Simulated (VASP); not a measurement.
The system is Cu3N.

```xyz
4
Lattice="3.7894 0.0000 0.0000 0.0000 3.7894 0.0000 0.0000 0.0000 3.7894" Properties=species:S:1:pos:R:3 pbc="T T T"
Cu    1.8947    0.0000    0.0000
Cu    0.0000    1.8947    0.0000
Cu    0.0000    0.0000    1.8947
N     0.0000    0.0000    0.0000
```

Base run:

```yaml
Program: VASP 6.6.1
Functional: r2SCAN
Potentials_or_basis: VASP PAW PBE potentials, release 64 (Cu, N)
Cutoff: 660 eV
k_mesh: 6 × 6 × 6
Occupations: fermi-dirac, width 0.02 eV
Spin: no spin polarisation
```

Its results: band gap on the k mesh 0.25 eV, indirect (least direct gap 0.86 eV); pressure 0.7 GPa.

The run is repeated on the same cell with these changes: functional from r2SCAN to PBE; cutoff from 660 eV to 600 eV. What comes out?

Band gap on the k mesh 0.14 eV, indirect (least direct gap 0.69 eV); pressure 4.7 GPa.

r2SCAN gives the wider gap, since meta-GGAs in the generalised Kohn-Sham scheme recover part of the derivative discontinuity.

Caveats: the PAW data sets were made with another functional, which shifts forces and pressure a little (some runs).

A k mesh can miss the band edges.
